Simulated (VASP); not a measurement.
# C (Fddd) in VASP: further runs

C is run at these levels: r2SCAN; tasks: single point.

All numbers are computed with VASP 6.6.1; they aren't measurements. Logs are shortened: lines on timing, memory, paths and dates and some standing lists are left out, and cuts for length are marked.

## 1. The cell of the first run

The structure is orthorhombic, space group Fddd (No. 70). Conventional cell: a = 3.032 Å, b = 3.567 Å, c = 4.102 Å, α = 90.00°, β = 90.00°, γ = 90.00°. C (site symmetry 222) has 4 C at 1.56 Å within 2.1 Å.

## 2. Single point, r2SCAN (strain -0.1500 x Voigt [1, -1, 0, 0, 0, 0])

POSCAR

```
C
1.0
    0.0000000000      2.0509100000      1.7834000000
    1.5158900000      0.0000000000      1.7834000000
    1.5158900000      2.0509100000      0.0000000000
C
2
Direct
    0.5000000000      0.5000000000      0.5000000000
    0.7500000000      0.7500000000      0.7500000000
```

INCAR.step1

```
ALGO = Normal
EDIFF = 1E-4
ENCUT = 520
GGA = PE
ISMEAR = 0
LASPH = T
LCHARG = F
LREAL = F
LWAVE = T
NBANDS = 11
NELM = 100
PREC = Accurate
SIGMA = 0.05
```

INCAR.step2

```
ALGO = Normal
EDIFF = 1E-6
ENCUT = 520
ISIF = 2
ISMEAR = 0
ISTART = 1
LASPH = T
LCHARG = T
LELF = T
LMIXTAU = T
LREAL = F
LVHAR = T
LWAVE = F
METAGGA = R2SCAN
NBANDS = 11
NELM = 100
PREC = Accurate
SIGMA = 0.05
```

KPOINTS

```
k-points
0
Gamma
  12 12 12
```

Potentials or basis: VASP PAW PBE potentials, release 64 (C).

The run is started by

```sh
$ cat potpaw_PBE.64/C/POTCAR > POTCAR
$ cp INCAR.step1 INCAR
$ mpirun -np 1 vasp_std > vasp.out
$ cp INCAR.step2 INCAR
$ mpirun -np 1 vasp_std > vasp.out
```

OUTCAR:

```text
EDIFF = 1E-6
   ENCUT = 520
   ISIF = 2
   ISMEAR = 0
   ISTART = 1
   LASPH = T
   LREAL = F
   METAGGA = R2SCAN
   NELM = 100
   PREC = Accurate

 ion  position               nearest neighbor table
   1  0.500  0.500  0.500-   2 1.56   2 1.56   2 1.56   2 1.56
   2  0.750  0.750  0.750-   1 1.56   1 1.56   1 1.56   1 1.56

  LATTYP: Found a face centered orthorhombic cell.
 ALAT       =     3.0317800000
 B/A-ratio  =     1.1764705882
 C/A-ratio  =     1.3529411765

  Lattice vectors:

 A1 = (   0.0000000000,   2.0509100000,  -1.7834000000)
 A2 = (   1.5158900000,   2.0509100000,   0.0000000000)
 A3 = (   1.5158900000,   0.0000000000,  -1.7834000000)

Analysis of symmetry for initial positions (statically):
=====================================================================
 Subroutine PRICEL returns:
 Original cell was already a primitive cell.

 Routine SETGRP: Setting up the symmetry group for a
 face centered orthorhombic supercell.

 Subroutine GETGRP returns: Found  8 space group operations
 (whereof  4 operations were pure point group operations)
 out of a pool of  8 trial point group operations.

The static configuration has the point symmetry D_2 .
 The point group associated with its full space group is D_2h.

Analysis of symmetry for dynamics (positions and initial velocities):
=====================================================================
 Subroutine PRICEL returns:
 Original cell was already a primitive cell.

 Routine SETGRP: Setting up the symmetry group for a
 face centered orthorhombic supercell.

 Subroutine GETGRP returns: Found  8 space group operations
 (whereof  4 operations were pure point group operations)
 out of a pool of  8 trial point group operations.

The dynamic configuration has the point symmetry D_2 .
 The point group associated with its full space group is D_2h.

 Subroutine INISYM returns: Found  8 space group operations
 (whereof  4 operations are pure point group operations),
 and found     1 'primitive' translations

----------------------------------------------------------------------------------------

                                     Primitive cell

  volume of cell :      11.0890

  direct lattice vectors                    reciprocal lattice vectors
     0.000000000  2.050910000  1.783400000    -0.329839236  0.243794218  0.280363351
     1.515890000  0.000000000  1.783400000     0.329839236 -0.243794218  0.280363351
     1.515890000  2.050910000  0.000000000     0.329839236  0.243794218 -0.280363351

  length of vectors
     2.717857132  2.340606343  2.550324356     0.496823058  0.496823058  0.496823058

  position of ions in fractional coordinates (direct lattice)
     0.500000000  0.500000000  0.500000000
     0.750000000  0.750000000  0.750000000

  ion indices of the primitive-cell ions
   primitive index   ion index
                 1           1
                 2           2

----------------------------------------------------------------------------------------

 KPOINTS: k-points

Automatic generation of k-mesh.
 Grid dimensions read from file:
 generate k-points for:   12   12   12

 Generating k-lattice:

  Cartesian coordinates                     Fractional coordinates (reciprocal lattice)
    -0.027486603  0.020316185  0.023363613     0.083333333 -0.000000000  0.000000000
     0.027486603 -0.020316185  0.023363613    -0.000000000  0.083333333  0.000000000
     0.027486603  0.020316185 -0.023363613     0.000000000  0.000000000  0.083333333

  Length of vectors
     0.041401922  0.041401922  0.041401922

  Shift w.r.t. Gamma in fractional coordinates (k-lattice)
     0.000000000  0.000000000  0.000000000

 Subroutine IBZKPT returns following result:
 ===========================================

 Found    280 irreducible k-points:

 Following reciprocal coordinates:
            Coordinates               Weight
  0.000000  0.000000  0.000000      1.000000
  0.083333  0.000000 -0.000000      8.000000
  0.166667  0.000000 -0.000000      8.000000
  0.250000  0.000000  0.000000      8.000000
  0.333333  0.000000 -0.000000      8.000000
  0.416667  0.000000 -0.000000      8.000000
[... 16 lines left out ...]
  0.500000  0.166667 -0.000000      8.000000
 -0.416667  0.166667  0.000000      8.000000
 [... further k-points ...]
   k-points           NKPTS =    280   k-points in BZ     NKDIM =    280   number of bands    NBANDS=     11
   number of dos      NEDOS =    301   number of ions     NIONS =      2
   total plane-waves  NPLWV =   7200
   dimension x,y,z NGX =    20 NGY =   18 NGZ =   20
   dimension x,y,z NGXF=    40 NGYF=   36 NGZF=   40
   ions per type =               2
   NGX,Y,Z   is equivalent  to a cutoff of  12.23, 12.78, 13.04 a.u.
   NGXF,Y,Z  is equivalent  to a cutoff of  24.47, 25.57, 26.07 a.u.
 SYSTEM =  unknown system
   PREC   = accura    normal or accurate (medium, high low for compatibility)
   ISTART =      1    job   : 0-new  1-cont  2-samecut
[... 36 lines left out ...]
   LEPSILON=     F    determine dielectric tensor
   LRPA    =     F    only Hartree local field effects (RPA)
 non-spin polarized calculation
 Gauss-broadening in eV      SIGMA  =   0.05
  energy-cutoff  :      520.00
  volume of cell :       11.09
 maximum number of plane-waves:       310
   NGX = 11   NGY =  9   NGZ =  9

 number of electron       7.9999999 magnetization

 Free energy of the ion-electron system (eV)
  ---------------------------------------------------
  ext. energy  EPLUGINS =         0.00000000
  ---------------------------------------------------
  free energy    TOTEN  =       -18.10981985 eV

  energy without entropy =      -18.10972214  energy(sigma->0) =      -18.10977099

 E-fermi :  11.5117     XC(G=0): -14.4558

 val. band max:       11.5091446133   @ k =  -0.0833  -0.0000   0.0833
 cond. band min:      11.5169097484   @ k =   0.0000   0.0833   0.0833
 fundamental gap:      0.0077651351
 Fermi energy:        11.5117169426

 k-point     1 :       0.0000    0.0000    0.0000
  band No.  band energies     occupation
      1     -12.8502      2.00000
      2       7.3872      2.00000
      3      10.8051      2.00000
      4      12.2839      0.00000
      5      14.7155      0.00000
      6      16.8414      0.00000
      7      18.6925      0.00000
      8      22.4216      0.00000
      9      31.0337      0.00000
     10      31.7206      0.00000
     11      33.6139      0.00000

 k-point     2 :       0.0833    0.0000   -0.0000
  band No.  band energies     occupation
      1     -12.6381      2.00000
      2       6.9557      2.00000
      3       9.9903      2.00000
      4      11.6632      0.00002
      5      14.9074      0.00000
      6      17.1387      0.00000
      7      19.4066      0.00000
      8      22.6679      0.00000
      9      30.5158      0.00000
     10      32.0716      0.00000
     11      35.2175      0.00000

 k-point     3 :       0.1667    0.0000   -0.0000
  band No.  band energies     occupation
      1     -12.0040      2.00000
      2       5.6070      2.00000
      3       8.0955      2.00000
      4      10.8707      2.00000
      5      15.0947      0.00000
      6      17.7277      0.00000
      7      20.6953      0.00000
      8      23.5008      0.00000
      9      30.4357      0.00000
     10      32.9055      0.00000
     11      35.0975      0.00000

 k-point     4 :       0.2500    0.0000    0.0000
  band No.  band energies     occupation
      1     -10.9574      2.00000
      2       3.2185      2.00000
      3       6.5773      2.00000
      4      10.2582      2.00000
      5      14.9600      0.00000
      6      18.3651      0.00000
      7      21.7508      0.00000
      8      24.8282      0.00000
      9      30.9210      0.00000
     10      34.0019      0.00000
     11      35.0418      0.00000
[... 239 lines left out ...]
 k-point    22 :       0.4167    0.1667    0.0000
  band No.  band energies     occupation
      1      -8.3548      2.00000
      2       0.1268      2.00000
      3       4.4797      2.00000
      4       7.2336      2.00000
      5      16.0014      0.00000
      6      18.6060      0.00000
      7      23.8957      0.00000
      8      25.5072      0.00000
      9      31.2929      0.00000
     10      31.6026      0.00000
     11      39.2384      0.00000

 k-point    23 :       0.5000    0.1667   -0.0000
  band No.  band energies     occupation
      1      -6.6059      2.00000
      2      -2.3478      2.00000
      3       3.8747      2.00000
      4       6.8888      2.00000
      5      15.9092      0.00000
      6      19.1253      0.00000
      7      25.2134      0.00000
      8      25.6474      0.00000
      9      30.9141      0.00000
     10      33.1510      0.00000
     11      40.9144      0.00000

 k-point    24 :      -0.4167    0.1667    0.0000
  band No.  band energies     occupation
      1      -5.9747      2.00000
      2      -3.1136      2.00000
      3       3.5601      2.00000
      4       6.8134      2.00000
      5      15.9361      0.00000
      6      19.4331      0.00000
      7      24.5165      0.00000
      8      26.5125      0.00000
      9      31.5297      0.00000
     10      34.7550      0.00000
     11      39.9101      0.00000

 [... further k-points ...]
[... 5 lines left out ...]
  --------------------------------------------------------------------------------------
  -------------------------------------------------------------------------------------
  Total        9.3326003    -10.4770941      3.5946076      0.0000000      0.0000000      0.0000000
  in kB     1348.4045181  -1513.7647159    519.3606211      0.0000000      0.0000000      0.0000000
  external PRESSURE =     118.0001411 kB  Pullay stress =       0.0000000 kB

 VOLUME and BASIS-vectors are now :
 -----------------------------------------------------------------------------
  energy-cutoff  :      520.00
  volume of cell :       11.09
      direct lattice vectors                 reciprocal lattice vectors
     0.000000000  2.050910000  1.783400000    -0.329839236  0.243794218  0.280363351
     1.515890000  0.000000000  1.783400000     0.329839236 -0.243794218  0.280363351
     1.515890000  2.050910000  0.000000000     0.329839236  0.243794218 -0.280363351

 POSITION                                       TOTAL-FORCE (eV/Angst)
 -----------------------------------------------------------------------------------
      1.51589      2.05091      1.78340         0.000000      0.000000     -0.000000
      2.27384      3.07637      2.67510         0.000000     -0.000000      0.000000
 -----------------------------------------------------------------------------------
    total drift:                                0.000000     -0.000000      0.000000

  FREE ENERGIE OF THE ION-ELECTRON SYSTEM (eV)
  ---------------------------------------------------
  free  energy   TOTEN  =       -18.1098198532 eV

  energy  without entropy=      -18.1097221357  energy(sigma->0) =      -18.10977099
```

Run time: 2.8 min. Hardware: 1 thread of AMD EPYC 7R43 (Zen 3), shared host; peak memory 0.1 GiB.

Results:

```yaml
Free_energy: -18.1098 eV
Pressure: 11.8 GPa
Band_gap_on_the_k_mesh: zero (band 4 reaches 12.28 eV, above the bottom of band 5 at 10.94 eV)
```

Caveat: the cell differs from its parent crystal (strain -0.1500 x Voigt [1, -1, 0, 0, 0, 0]); the PAW data sets were made with another functional, which shifts forces and pressure a little.

## 3. Single point, r2SCAN (strain +0.1125 x Voigt [1, -1, 0, 0, 0, 0])

POSCAR

```
C
1.0
    0.0000000000      1.5827675000      1.7834000000
    1.9840325000      0.0000000000      1.7834000000
    1.9840325000      1.5827675000      0.0000000000
C
2
Direct
    0.5000000000      0.5000000000      0.5000000000
    0.7500000000      0.7500000000      0.7500000000
```

INCAR.step1

```
SYSTEM = C
PREC = Accurate
ENCUT = 520
ISMEAR = 0
SIGMA = 0.05
LREAL = .False.
LASPH = .True.
NELM = 60
NBANDS = 11
GGA = PE
ALGO = Normal
EDIFF = 1E-4
LWAVE = .True.
LCHARG = .False.
```

INCAR.step2

```
SYSTEM = C
PREC = Accurate
ENCUT = 520
EDIFF = 1E-6
ISMEAR = 0
SIGMA = 0.05
LREAL = .False.
LASPH = .True.
NELM = 60
ALGO = Normal
ISIF = 2
LWAVE = .False.
LCHARG = .False.
METAGGA = R2SCAN
LMIXTAU = .True.
NBANDS = 11
ISTART = 1
```

KPOINTS

```
Automatic mesh
0
Gamma
  12 12 12
  0 0 0
```

Potentials or basis: VASP PAW PBE potentials, release 64 (C).

The run is started by

```sh
$ cat potpaw_PBE.64/C/POTCAR > POTCAR
$ cp INCAR.step1 INCAR
$ mpirun -np 1 vasp_std > vasp.out
$ cp INCAR.step2 INCAR
$ mpirun -np 1 vasp_std > vasp.out
```

Run time: 3.3 min. Hardware: 1 thread of AMD EPYC 7R43 (Zen 3), shared host; peak memory 0.1 GiB.

Results (log left out):

- Free energy: -18.7810 eV
- Pressure: 5.9 GPa
- Band gap on the k mesh: 0.05 eV, indirect (least direct gap 3.11 eV)

Stress tensor (GPa, compression positive):
```
-114.95    0.00    0.00
   0.00  105.10    0.00
   0.00    0.00   27.67
```

Levels at points of the mesh, in eV from the valence-band top:
| k point | band 1 | band 2 | band 3 | band 4 | band 5 | band 6 | band 7 | band 8 |
| --- | --- | --- | --- | --- | --- | --- | --- | --- |
| (0.00, 0.00, 0.00) | -24.49 | -3.62 | -1.25 | 0.00 | 3.11 | 4.69 | 6.11 | 11.51 |
| (0.50, 0.00, 0.00) | -18.31 | -15.70 | -6.36 | -2.82 | 3.66 | 7.24 | 10.96 | 15.46 |
| (0.50, 0.50, 0.00) | -15.28 | -15.28 | -7.93 | -7.93 | 3.87 | 3.87 | 14.11 | 14.11 |
| (0.50, 0.00, 0.50) | -13.30 | -13.30 | -9.87 | -9.87 | 0.81 | 0.81 | 16.12 | 16.12 |
| (0.00, 0.50, 0.50) | -16.94 | -16.94 | -6.36 | -6.36 | 6.40 | 6.40 | 14.94 | 14.94 |

Caveat: the cell differs from its parent crystal (strain +0.1125 x Voigt [1, -1, 0, 0, 0, 0]); the PAW data sets were made with another functional, which shifts forces and pressure a little.

## 4. Single point, r2SCAN (strain +0.1312 x Voigt [1, -1, 0, 0, 0, 0])

POSCAR

```
C
1.0
    0.0000000000      1.5494179200      1.7834000000
    2.0173820800      0.0000000000      1.7834000000
    2.0173820800      1.5494179200      0.0000000000
C
2
Direct
    0.5000000000      0.5000000000      0.5000000000
    0.7500000000      0.7500000000      0.7500000000
```

INCAR.step1

```
SYSTEM = C
  ALGO = Normal
  EDIFF = 1E-4
  ENCUT = 520
  GGA = PE
  ISMEAR = 0
  LASPH = .True.
  LCHARG = .False.
  LREAL = .False.
  LWAVE = .True.
  NBANDS = 11
  NELM = 80
  PREC = Accurate
  SIGMA = 0.05
```

INCAR.step2

```
SYSTEM = C
  ALGO = Normal
  EDIFF = 1E-7
  ENCUT = 520
  ISIF = 2
  ISMEAR = 0
  ISTART = 1
  LASPH = .True.
  LCHARG = .False.
  LMIXTAU = .True.
  LREAL = .False.
  LWAVE = .False.
  METAGGA = R2SCAN
  NBANDS = 11
  NELM = 80
  PREC = Accurate
  SIGMA = 0.05
```

KPOINTS

```
k-points
0
Gamma
  12 12 12
  0 0 0
```

The run is started by

```sh
$ cat potpaw_PBE.64/C/POTCAR > POTCAR
$ cp INCAR.step1 INCAR
$ mpirun -np 1 vasp_std > vasp.out
$ cp INCAR.step2 INCAR
$ mpirun -np 1 vasp_std > vasp.out
```

Run time: 3.4 min. Hardware: 1 thread of AMD EPYC 7R43 (Zen 3), shared host; peak memory 0.1 GiB.

Results (log left out):

| Property | Result |
| --- | --- |
| Free energy | -18.4679 eV |
| Pressure | 8.7 GPa |
| Band gap on the k mesh | zero (band 4 reaches 11.93 eV, above the bottom of band 5 at 11.28 eV) |

Stress tensor (GPa, compression positive):
```
-133.77    0.00    0.00
   0.00  121.24    0.00
   0.00    0.00   38.50
```

Levels at points of the mesh, in eV from the Fermi level:
| k point | band 2 | band 3 | band 4 | band 5 | band 6 | band 7 |
| --- | --- | --- | --- | --- | --- | --- |
| (0.00, 0.00, 0.00) | -3.66 | -0.79 | 0.59 | 3.34 | 5.20 | 6.83 |
| (0.50, 0.00, 0.00) | -15.37 | -6.30 | -2.22 | 3.42 | 7.56 | 11.73 |
| (0.50, 0.50, 0.00) | -14.97 | -7.47 | -7.47 | 4.39 | 4.39 | 13.81 |
| (0.50, 0.00, 0.50) | -12.62 | -9.78 | -9.78 | 0.75 | 0.75 | 16.32 |
| (0.00, 0.50, 0.50) | -16.89 | -5.65 | -5.65 | 7.30 | 7.30 | 14.96 |

Caveat: the cell differs from its parent crystal (strain +0.1312 x Voigt [1, -1, 0, 0, 0, 0]); the PAW data sets were made with another functional, which shifts forces and pressure a little.

## 5. Single point, r2SCAN (strain +0.0562 x Voigt [1, -1, 0, 0, 0, 0])

POSCAR

```
C
1.0
    0.0000000000      1.6831729200      1.7834000000
    1.8836270800      0.0000000000      1.7834000000
    1.8836270800      1.6831729200      0.0000000000
C
2
Direct
    0.5000000000      0.5000000000      0.5000000000
    0.7500000000      0.7500000000      0.7500000000
```

INCAR.step1

```
  ALGO = Normal
  EDIFF = 1E-4
  ENCUT = 520
  GGA = PE
  ISMEAR = 0
  LASPH = T
  LCHARG = F
  LREAL = F
  LWAVE = T
  NBANDS = 11
  NELM = 80
  PREC = Accurate
  SIGMA = 0.05
```

INCAR.step2

```
  ALGO = Normal
  EDIFF = 1E-7
  ENCUT = 520
  ISIF = 2
  ISMEAR = 0
  ISTART = 1
  LASPH = T
  LCHARG = T
  LELF = T
  LMIXTAU = T
  LREAL = F
  LVHAR = T
  LWAVE = F
  METAGGA = R2SCAN
  NBANDS = 11
  NELM = 80
  PREC = Accurate
  SIGMA = 0.05
```

KPOINTS

```
k-points
0
Gamma
  12 12 12
```

The run is started by

```sh
$ cat potpaw_PBE.64/C/POTCAR > POTCAR
$ cp INCAR.step1 INCAR
$ mpirun -np 1 vasp_std > vasp.out
$ cp INCAR.step2 INCAR
$ mpirun -np 1 vasp_std > vasp.out
```

Wall time 3.3 min (1 thread of AMD EPYC 7R43 (Zen 3), shared host); peak memory 0.1 GiB.

Results (log left out):

```yaml
Free_energy: -19.4379 eV
Pressure: 0.4 GPa
Band_gap_on_the_k_mesh: 2.16 eV, indirect (least direct gap 4.34 eV)
```

Stress tensor (GPa, compression positive):
```
-57.51   0.00   0.00
  0.00  52.92   0.00
  0.00   0.00   5.86
```

Levels at points of the mesh, in eV from the valence-band top:
| k point | band 1 | band 2 | band 3 | band 4 | band 5 | band 6 | band 7 | band 8 | band 9 |
| --- | --- | --- | --- | --- | --- | --- | --- | --- | --- |
| (0.00, 0.00, 0.00) | -23.58 | -1.78 | -0.75 | 0.00 | 4.34 | 5.11 | 5.84 | 12.86 | 19.71 |
| (0.50, 0.00, 0.00) | -17.58 | -14.89 | -4.72 | -2.91 | 6.24 | 8.04 | 10.07 | 15.98 | 22.17 |
| (0.50, 0.50, 0.00) | -14.44 | -14.44 | -7.42 | -7.42 | 4.28 | 4.28 | 16.43 | 16.43 | 23.22 |
| (0.50, 0.00, 0.50) | -13.51 | -13.51 | -8.33 | -8.33 | 2.83 | 2.83 | 17.14 | 17.14 | 24.37 |
| (0.00, 0.50, 0.50) | -15.31 | -15.31 | -6.59 | -6.59 | 5.59 | 5.59 | 16.53 | 16.53 | 22.77 |

Caveat: the cell differs from its parent crystal (strain +0.0562 x Voigt [1, -1, 0, 0, 0, 0]); the PAW data sets were made with another functional, which shifts forces and pressure a little. A k mesh can miss the band edges.

## 6. The runs side by side

```csv
cell,gap on the mesh (eV),pressure (GPa)
"a = 2.718, b = 2.341, c = 2.550 Å, angles 67.4, 52.6, 60.0°, 2 atoms",none,11.8
"a = 2.384, b = 2.668, c = 2.538 Å, angles 54.5, 65.5, 60.0°, 2 atoms",0.05,5.9
"a = 2.362, b = 2.693, c = 2.544 Å, angles 53.5, 66.5, 60.0°, 2 atoms",none,8.7
"a = 2.452, b = 2.594, c = 2.526 Å, angles 57.2, 62.8, 60.0°, 2 atoms",2.16,0.4
```

Alike in all rows: task single point; level r2SCAN; potentials or basis VASP PAW PBE potentials, release 64 (C); no spin polarisation; k mesh 12 × 12 × 12; cutoff (eV) 520; smearing gaussian 0.05 eV.

Caveats: the PAW data sets were made with another functional, which shifts forces and pressure a little.

Total energies depend on the potentials used, so only differences within one code and one set of settings carry meaning.
